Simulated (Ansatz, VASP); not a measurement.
## Pt in VASP and in Ansatz

```
Pt
1.0
     2.70819    0.00000    0.00000
    -1.35410    2.34536    0.00000
     0.00000    0.00000    4.67740
Pt
2
Cartesian
  1.3541 0.6865 3.5080
  0.0000 1.6589 1.1693
```

Change from the starting cell: mode 1 frozen in at +0.000 Å and mode 2 at -0.095 Å (largest displacements).

Alike in both runs: task single point; functional LDA; k mesh 18 × 18 × 10; occupations gaussian, width 0.15 eV; no spin polarisation.

```csv
,VASP,Ansatz
version,VASP 6.6.1,Ansatz 0.2.0
potentials or method,"VASP PAW LDA potentials, release 64 (Pt), cutoff 520 eV","scalar-relativistic, plane waves, PAW"
valence electrons in the cell,20,36
```

|  | VASP | Ansatz | Ansatz less VASP |
| --- | --- | --- | --- |
| gap on the k mesh at the Fermi level (eV) | none | none | - |
| pressure (GPa) | 1.4 | 0.6 | -0.77 |
| traceless stress, the component that is largest in VASP (GPa) | -1.62 | -1.72 | -0.100 |
| rms of the force components (eV/Å) | 0.068 | 0.064 | -0.0043 |

LDA's correlation is that of Perdew and Zunger in VASP and of Perdew and Wang (1992) in Ansatz. Atom by atom the forces differ by 0.004 eV/Å (rms over components). A gap of «none» marks a metal or a gap that the smearing closes. VASP's potentials hold 20 valence electrons a cell and Ansatz's 36, so a difference there can come from the potentials and not from the codes.

Neither program's run includes spin-orbit coupling.
